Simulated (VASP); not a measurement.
# CsH (rocksalt type) (Fm-3m) in VASP: a series of runs

Runs on CsH (rocksalt type). Level: LDA. Tasks: single point.

Program: VASP 6.6.1. These are calculated values, not measurements. Logs are shortened: lines on timing, memory, paths and dates and some standing lists are left out, and cuts for length are marked.

### 1 The cell of the first run

It takes space group Fm-3m (No. 225, cubic). Conventional cell: a = 5.361 Å, b = 5.361 Å, c = 5.361 Å, α = 90.00°, β = 90.00°, γ = 90.00°. Within 3.5 Å of Cs (site symmetry m-3m) lie 6 H at 2.68 Å. H (site symmetry m-3m) has 6 Cs at 2.68 Å within 3.5 Å.

### 2 Single point, LDA (volume scaled by 0.68)

File INCAR:

```
  ALGO = Normal
  EDIFF = 1E-6
  ENCUT = 520
  GGA = CA
  ISIF = 2
  ISMEAR = -1
  LASPH = True
  LCHARG = True
  LELF = True
  LREAL = False
  LVHAR = True
  LWAVE = False
  NBANDS = 12
  NELM = 80
  PREC = Accurate
  SIGMA = 0.05
```

File KPOINTS:

```
k-points
0
Gamma
  12 12 12
```

File POSCAR:

```
CsH
1.0
    0.0000000000      2.6802552000      2.6802552000
    2.6802552000      0.0000000000      2.6802552000
    2.6802552000      2.6802552000      0.0000000000
Cs H
1 1
Direct
    0.0000000000      0.0000000000      0.0000000000
    0.5000000000      0.5000000000      0.5000000000
```

Potentials or basis: VASP PAW LDA potentials, release 64 (Cs_sv, H).

Started as:

```console
$ cat potpaw_LDA.64/Cs_sv/POTCAR potpaw_LDA.64/H/POTCAR > POTCAR
$ mpirun -np 1 vasp_std > vasp.out
```

OUTCAR:

```text
EDIFF = 1E-6
   ENCUT = 520
   GGA = CA
   ISIF = 2
   ISMEAR = -1
   LASPH = True
   LREAL = False
   NELM = 80
   PREC = Accurate

 ion  position               nearest neighbor table
   1  0.000  0.000  0.000-
   2  0.500  0.500  0.500-

  LATTYP: Found a face centered cubic cell.
 ALAT       =     5.3605104000

  Lattice vectors:

 A1 = (   0.0000000000,   2.6802552000,   2.6802552000)
 A2 = (   2.6802552000,   0.0000000000,   2.6802552000)
 A3 = (   2.6802552000,   2.6802552000,   0.0000000000)

Analysis of symmetry for initial positions (statically):
=====================================================================
 Subroutine PRICEL returns:
 Original cell was already a primitive cell.

 Routine SETGRP: Setting up the symmetry group for a
 face centered cubic supercell.

 Subroutine GETGRP returns: Found 48 space group operations
 (whereof 48 operations were pure point group operations)
 out of a pool of 48 trial point group operations.

The static configuration has the point symmetry O_h .

Analysis of symmetry for dynamics (positions and initial velocities):
=====================================================================
 Subroutine PRICEL returns:
 Original cell was already a primitive cell.

 Routine SETGRP: Setting up the symmetry group for a
 face centered cubic supercell.

 Subroutine GETGRP returns: Found 48 space group operations
 (whereof 48 operations were pure point group operations)
 out of a pool of 48 trial point group operations.

The dynamic configuration has the point symmetry O_h .

 Subroutine INISYM returns: Found 48 space group operations
 (whereof 48 operations are pure point group operations),
 and found     1 'primitive' translations

----------------------------------------------------------------------------------------

                                     Primitive cell

  volume of cell :      38.5087

  direct lattice vectors                    reciprocal lattice vectors
     0.000000000  2.680255200  2.680255200    -0.186549400  0.186549400  0.186549400
     2.680255200  0.000000000  2.680255200     0.186549400 -0.186549400  0.186549400
     2.680255200  2.680255200  0.000000000     0.186549400  0.186549400 -0.186549400

  length of vectors
     3.790453254  3.790453254  3.790453254     0.323113039  0.323113039  0.323113039

  position of ions in fractional coordinates (direct lattice)
     0.000000000  0.000000000  0.000000000
     0.500000000  0.500000000  0.500000000

  ion indices of the primitive-cell ions
   primitive index   ion index
                 1           1
                 2           2

----------------------------------------------------------------------------------------

 KPOINTS: k-points

Automatic generation of k-mesh.
 Grid dimensions read from file:
 generate k-points for:   12   12   12

 Generating k-lattice:

  Cartesian coordinates                     Fractional coordinates (reciprocal lattice)
    -0.015545783  0.015545783  0.015545783     0.083333333  0.000000000  0.000000000
     0.015545783 -0.015545783  0.015545783     0.000000000  0.083333333  0.000000000
     0.015545783  0.015545783 -0.015545783     0.000000000  0.000000000  0.083333333

  Length of vectors
     0.026926087  0.026926087  0.026926087

  Shift w.r.t. Gamma in fractional coordinates (k-lattice)
     0.000000000  0.000000000  0.000000000

 Subroutine IBZKPT returns following result:
 ===========================================

 Found     72 irreducible k-points:

 Following reciprocal coordinates:
            Coordinates               Weight
  0.000000  0.000000  0.000000      1.000000
  0.083333  0.000000  0.000000      8.000000
  0.166667  0.000000  0.000000      8.000000
  0.250000  0.000000  0.000000      8.000000
  0.333333  0.000000  0.000000      8.000000
  0.416667  0.000000  0.000000      8.000000
[... 16 lines left out ...]
  0.500000  0.166667  0.000000     24.000000
 -0.416667  0.166667  0.000000     24.000000
 [... further k-points ...]
   k-points           NKPTS =     72   k-points in BZ     NKDIM =     72   number of bands    NBANDS=     12
   number of dos      NEDOS =    301   number of ions     NIONS =      2
   total plane-waves  NPLWV =  21952
   dimension x,y,z NGX =    28 NGY =   28 NGZ =   28
   dimension x,y,z NGXF=    56 NGYF=   56 NGZF=   56
   ions per type =               1   1
   NGX,Y,Z   is equivalent  to a cutoff of  12.28, 12.28, 12.28 a.u.
   NGXF,Y,Z  is equivalent  to a cutoff of  24.56, 24.56, 24.56 a.u.
 SYSTEM =  unknown system
   PREC   = accura    normal or accurate (medium, high low for compatibility)
   ISTART =      0    job   : 0-new  1-cont  2-samecut
   ICHARG =      2    charge: 1-file 2-atom 10-const
   ISPIN  =      1    spin polarized calculation?
   LNONCOLLINEAR =      F non collinear calculations
   LSORBIT =      F    spin-orbit coupling
   LASPH  =      T    aspherical Exc in radial PAW
   ENCUT  =  520.0 eV  38.22 Ry    6.18 a.u.   7.05  7.05  7.05*2*pi/ulx,y,z
   NELM   =     80;   NELMIN=  2; NELMDL= -5     # of ELM steps
   EDIFF  = 0.1E-05   stopping-criterion for ELM
   LREAL  =      F    real-space projection
   EDIFFG = 0.1E-04   stopping-criterion for IOM
   NSW    =      0    number of steps for IOM
   IBRION =     -1    ionic relax: 0-MD 1-quasi-New 2-CG
   NFREE  =      0    steps in history (QN), initial steepest desc. (CG)
   ISIF   =      2    stress and relaxation
   ISYM   =      2    0-nonsym 1-usesym 2-fastsym
   POTIM  = 0.5000    time-step for ionic-motion
   TEBEG  =    0.0;   TEEND  =   0.0 temperature during run
   PSTRESS=    0.0 pullay stress
   NELECT =      10.0000    total number of electrons
   NUPDOWN=      -1.0000    fix difference up-down
   EMIN   =  10.00;   EMAX   =-10.00  energy-range for DOS
   EFERMI =   0.00;   METHOD = LEGACY
   ISMEAR =    -1;   SIGMA  =   0.05  broadening in eV -4-tet -1-fermi 0-gaus
   EFERMI_NEDOS =   21; number of points for ismear=-14 and -15
   IALGO  =     38    algorithm
   IMIX   =      4    mixing-type and parameters
     AMIX     =   0.40;   BMIX     =  1.00
     AMIX_MAG =   1.60;   BMIX_MAG =  1.00
  volume/ion in A,a.u.               =      19.25       129.93
  Fermi-wavevector in a.u.,A,eV,Ry     =   1.044452  1.973729 14.842337  1.090881
  Thomas-Fermi vector in A             =   2.179206
   LORBIT       =      0    0 simple, 1 ext, 2 COOP (PROOUT), +10 PAW based schemes
   GGA     = CA    functional components
   LHFCALC =     F    Hartree Fock is set to
   AEXX    =    0.0000 exact exchange contribution
   IVDW    =     0    specifies the selected vdW correction
   LEPSILON=     F    determine dielectric tensor
   LRPA    =     F    only Hartree local field effects (RPA)
 non-spin polarized calculation
  energy-cutoff  :      520.00
  volume of cell :       38.51
 maximum number of plane-waves:      1056
   NGX = 15   NGY = 15   NGZ = 15

 number of electron      10.0000000 magnetization

 Free energy of the ion-electron system (eV)
  ---------------------------------------------------
  ext. energy  EPLUGINS =         0.00000000
  ---------------------------------------------------
  free energy    TOTEN  =        -4.50048713 eV

  energy without entropy =       -4.50048579  energy(sigma->0) =       -4.50048646

 E-fermi :   4.0464     XC(G=0):  -9.5950

 val. band max:        3.6422341103   @ k =   0.5000   0.0000   0.0000
 cond. band min:       4.4513537752   @ k =   0.5000   0.0000   0.0000
 fundamental gap:      0.8091196649
 Fermi energy:         4.0464057053

 k-point     1 :       0.0000    0.0000    0.0000
  band No.  band energies     occupation
      1     -19.0290      2.00000
      2      -4.2580      2.00000
      3      -4.2580      2.00000
      4      -4.2580      2.00000
      5       0.5992      2.00000
      6       8.0729      0.00000
      7       8.0729      0.00000
      8       8.0729      0.00000
      9      11.1443      0.00000
     10      11.1443      0.00000
     11      11.1848      0.00000
     12      12.0317      0.00000

 k-point     2 :       0.0833    0.0000    0.0000
  band No.  band energies     occupation
      1     -18.9958      2.00000
      2      -4.5702      2.00000
      3      -4.2827      2.00000
      4      -4.2827      2.00000
      5       0.8948      2.00000
      6       7.7604      0.00000
      7       8.1832      0.00000
      8       8.1832      0.00000
      9      10.7436      0.00000
     10      10.7649      0.00000
     11      10.7649      0.00000
     12      12.6223      0.00000

 k-point     3 :       0.1667    0.0000    0.0000
  band No.  band energies     occupation
      1     -18.9032      2.00000
      2      -5.2902      2.00000
      3      -4.3486      2.00000
      4      -4.3486      2.00000
      5       1.5568      2.00000
      6       7.0766      0.00000
      7       8.3572      0.00000
      8       8.3572      0.00000
      9      10.2229      0.00000
     10      10.3152      0.00000
     11      10.3152      0.00000
     12      14.0552      0.00000
[... 286 lines left out ...]
 k-point    23 :       0.5000    0.1667    0.0000
  band No.  band energies     occupation
      1     -18.4452      2.00000
      2      -7.1214      2.00000
      3      -5.1384      2.00000
      4      -4.7899      2.00000
      5       2.5320      2.00000
      6       5.5016      0.00000
      7       8.0285      0.00000
      8       8.3177      0.00000
      9      11.0380      0.00000
     10      13.7088      0.00000
     11      14.3244      0.00000
     12      15.8920      0.00000

 k-point    24 :      -0.4167    0.1667    0.0000
  band No.  band energies     occupation
      1     -18.4347      2.00000
      2      -7.1575      2.00000
      3      -5.2454      2.00000
      4      -4.7188      2.00000
      5       2.7176      2.00000
      6       5.3860      0.00000
      7       8.0763      0.00000
      8       8.1327      0.00000
      9      11.8335      0.00000
     10      12.5372      0.00000
     11      14.1027      0.00000
     12      16.2434      0.00000

 [... further k-points ...]
[... 5 lines left out ...]
  --------------------------------------------------------------------------------------
  -------------------------------------------------------------------------------------
  Total        2.3865977      2.3865977      2.3865977      0.0000000      0.0000000     -0.0000000
  in kB       99.2959085     99.2959085     99.2959085      0.0000000      0.0000000     -0.0000000
  external PRESSURE =      99.2959085 kB  Pullay stress =       0.0000000 kB

 VOLUME and BASIS-vectors are now :
 -----------------------------------------------------------------------------
  energy-cutoff  :      520.00
  volume of cell :       38.51
      direct lattice vectors                 reciprocal lattice vectors
     0.000000000  2.680255200  2.680255200    -0.186549400  0.186549400  0.186549400
     2.680255200  0.000000000  2.680255200     0.186549400 -0.186549400  0.186549400
     2.680255200  2.680255200  0.000000000     0.186549400  0.186549400 -0.186549400

 POSITION                                       TOTAL-FORCE (eV/Angst)
 -----------------------------------------------------------------------------------
      0.00000      0.00000      0.00000         0.000000     -0.000000      0.000000
      2.68026      2.68026      2.68026         0.000000      0.000000     -0.000000
 -----------------------------------------------------------------------------------
    total drift:                               -0.000000      0.000000      0.000000

  FREE ENERGIE OF THE ION-ELECTRON SYSTEM (eV)
  ---------------------------------------------------
  free  energy   TOTEN  =        -4.5004871306 eV

  energy  without entropy=       -4.5004857905  energy(sigma->0) =       -4.50048646
```

Run time: 15 s. Hardware: 1 thread of AMD EPYC 9R45 (Zen 5), shared host; peak memory 0.13 GiB.

What came out:

| Quantity | Value |
| --- | --- |
| Free energy | -4.5005 eV |
| Pressure | 9.9 GPa |
| Band gap on the k mesh | 0.81 eV, direct |

Caveat: spin-orbit coupling is left out, which moves the levels of the heavy elements. A k mesh can miss the band edges.

### 3 Single point, LDA (volume scaled by 0.78)

File INCAR:

```
ALGO = Normal
EDIFF = 1E-6
ENCUT = 520
ISIF = 2
ISMEAR = -1
LASPH = True
LCHARG = False
LREAL = False
LWAVE = False
NBANDS = 12
NELM = 80
PREC = Accurate
SIGMA = 0.05
```

KPOINTS is that of step 2.

File POSCAR:

```
CsH
1.0
    0.0000000000      2.8056794029      2.8056794029
    2.8056794029      0.0000000000      2.8056794029
    2.8056794029      2.8056794029      0.0000000000
Cs H
1 1
Direct
    0.0000000000      0.0000000000      0.0000000000
    0.5000000000      0.5000000000      0.5000000000
```

Potentials or basis: VASP PAW LDA potentials, release 64 (Cs_sv, H).

Started as:

```console
$ cat potpaw_LDA.64/Cs_sv/POTCAR potpaw_LDA.64/H/POTCAR > POTCAR
$ mpirun -np 1 vasp_std > vasp.out
```

It took 18 s on 1 thread of AMD EPYC 9R45 (Zen 5), shared host; peak memory 0.14 GiB.

It converged, with:

| Property | Result |
| --- | --- |
| Free energy | -4.7578 eV |
| Pressure | 5.0 GPa |
| Band gap on the k mesh | 1.17 eV, direct |

Levels at points of the mesh, in eV from the valence-band top:
| k point | band 1 | band 2 | band 3 | band 4 | band 5 | band 6 | band 7 | band 8 | band 9 | band 10 |
| --- | --- | --- | --- | --- | --- | --- | --- | --- | --- | --- |
| (0.00, 0.00, 0.00) | -22.15 | -7.87 | -7.87 | -7.87 | -2.77 | 4.65 | 4.65 | 4.65 | 7.01 | 7.33 |
| (0.50, 0.00, 0.00) | -21.80 | -10.21 | -8.12 | -8.12 | 0.00 | 1.17 | 4.06 | 4.06 | 8.16 | 9.45 |
| (0.50, 0.50, 0.00) | -21.70 | -9.83 | -8.63 | -8.63 | -2.74 | 1.64 | 7.10 | 9.60 | 9.65 | 9.65 |

Caveat: spin-orbit coupling is left out, which moves the levels of the heavy elements.
